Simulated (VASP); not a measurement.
Wanted: the native input for a VASP 6.6.1 run.

```
Task                   : single point
Functional             : PBE
Potentials or basis    : VASP PAW PBE potentials, release 64 (P, B)
Cutoff                 : 520 eV
k mesh                 : 6 × 6 × 6
Occupations            : fermi-dirac, width 0.02 eV
Spin                   : no spin polarisation
Dipole correction      : no
Further INCAR settings : ALGO = Normal; EDIFF = 1e-06; NBANDS = 11
```

The structure of BP lies in POSCAR:

```
BP
1.0
    0.0000000000      2.2690000000      2.2690000000
    2.2690000000      0.0000000000      2.2690000000
    2.2690000000      2.2690000000      0.0000000000
P B
1 1
Direct
    0.7500000000      0.7500000000      0.7500000000
    0.0000000000      0.0000000000      0.0000000000
```

One way to write it, as run:

INCAR

```
PREC = Accurate ; ENCUT = 520
EDIFF = 1E-6 ; ISMEAR = -1
SIGMA = 0.02 ; LREAL = F
LASPH = T ; NELM = 80
ALGO = Normal ; ISIF = 2
LWAVE = F ; LCHARG = F
GGA = PE ; NBANDS = 11
```

KPOINTS

```
regular mesh
0
Gamma
  6 6 6
```

Potentials or basis: VASP PAW PBE potentials, release 64 (P, B).

Launch:

```bash
$ cat potpaw_PBE.64/P/POTCAR potpaw_PBE.64/B/POTCAR > POTCAR
$ mpirun -np 1 vasp_std > vasp.out
```

It gave:

```json
{
  "Pressure": "1.0 GPa",
  "Band gap on the k mesh": "1.33 eV, indirect (least direct gap 3.40 eV)"
}
```

Run time: 5.1 s on 1 thread of AMD EPYC 7R13 Processor (Zen 3), on a shared host, peak memory 0.1 GiB.
